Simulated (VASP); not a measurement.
Crystal: LuGaAs2.

```xyz
4
Lattice="3.8976 0.0000 0.0000 0.0000 3.8976 0.0000 0.0000 0.0000 5.7119" Properties=species:S:1:pos:R:3 pbc="T T T"
Ga    0.0000    0.0000    0.0000
As    0.0000    0.0000    2.8559
As    1.9488    1.9488    0.0000
Lu    1.9488    1.9488    2.8559
```

Base run:

```yaml
Program: VASP 6.6.1
Functional: PBE
Potentials_or_basis: VASP PAW PBE potentials, release 64 (Ga_d, As, Lu)
Cutoff: 520 eV
k_mesh: 6 × 6 × 4
Occupations: fermi-dirac, width 0.02 eV
Spin: no spin polarisation
```

Its results: band gap on the k mesh zero (bands 24 and 25 overlap by 1.62 eV); pressure 2.0 GPa.

Problem. The run is repeated on the same cell with these changes: functional from PBE to r2SCAN; further incar settings from ALGO = Normal; EDIFF = 1e-07; NBANDS = 32 to ALGO = Normal; EDIFF = 1e-06; NBANDS = 32. What comes out?

Solution. Band gap on the k mesh zero (bands 24 and 25 overlap by 1.65 eV); pressure 0.3 GPa.

Caveats: spin-orbit coupling is left out, which moves the levels of the heavy elements; the PAW data sets were made with another functional, which shifts forces and pressure a little (at least some runs).
